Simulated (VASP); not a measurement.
Set up this calculation in VASP 6.6.1, as the native input.

| Quantity | Value |
| --- | --- |
| Task | single point |
| Functional | PBEsol |
| Potentials or basis | VASP PAW PBE potentials, release 64 (Ti_sv, C) |
| Cutoff | 520 eV |
| k mesh | 8 × 8 × 1 |
| Occupations | gaussian, width 0.1 eV |
| Spin | no spin polarisation |
| Dipole correction | yes |
| Further INCAR settings | ALGO = Normal; EDIFF = 1e-06; NBANDS = 34 |

The structure of Ti4C lies in POSCAR:

```
Ti4C
1.0
    3.2102321090      0.0000000000      0.0000000000
    0.0000000000      3.2102321090      0.0000000000
    0.0000000000      0.0000000000     20.1069940753
Ti C
4 1
Direct
    0.5000000000      0.5000000000      0.1989357527
    0.0000000000      0.0000000000      0.2787644953
    0.5000000000      0.5000000000      0.3538359372
    0.0000000000      0.0000000000      0.4280597111
    0.0000000000      0.3750000000      0.4903171287
```

These files were run (other wordings do the same):

INCAR

```
SYSTEM = Ti4C
ALGO     = Normal         ! electronic algorithm
DIPOL    = 0.5 0.5 0.350
EDIFF    = 1E-6           ! SCF threshold, eV
ENCUT    = 520            ! plane-wave cutoff, eV
GGA      = PS             ! functional
IDIPOL   = 3            
ISIF     = 2              ! what is computed and relaxed
ISMEAR   = 0              ! smearing method
LASPH    = .TRUE.         ! aspherical terms in the spheres
LCHARG   = .FALSE.        ! write CHGCAR
LDIPOL   = .TRUE.       
LREAL    = .FALSE.        ! projectors in reciprocal space
LWAVE    = .FALSE.        ! write WAVECAR
NBANDS   = 34             ! bands
NELM     = 80             ! most SCF steps
PREC     = Accurate       ! precision mode
SIGMA    = 0.1            ! smearing width, eV
```

KPOINTS

```
k-points
0
G
  8 8 1
  0 0 0
```

Potentials or basis: VASP PAW PBE potentials, release 64 (Ti_sv, C).

The run is started by

```sh
$ cat potpaw_PBE.64/Ti_sv/POTCAR potpaw_PBE.64/C/POTCAR > POTCAR
$ mpirun -np 1 vasp_std > vasp.out
```

It gave:

The largest force is 3.901 eV/Å. The band gap on the k mesh is zero (band 26 reaches 0.07 eV, above the bottom of band 27 at -0.58 eV).

Caveat: the PAW data sets were made with another functional, which shifts forces and pressure a little.

Run time: 3.1 min on 1 thread of AMD EPYC 9R45 96-Core Processor (Zen 5), with other jobs on the host, peak memory 0.33 GiB.
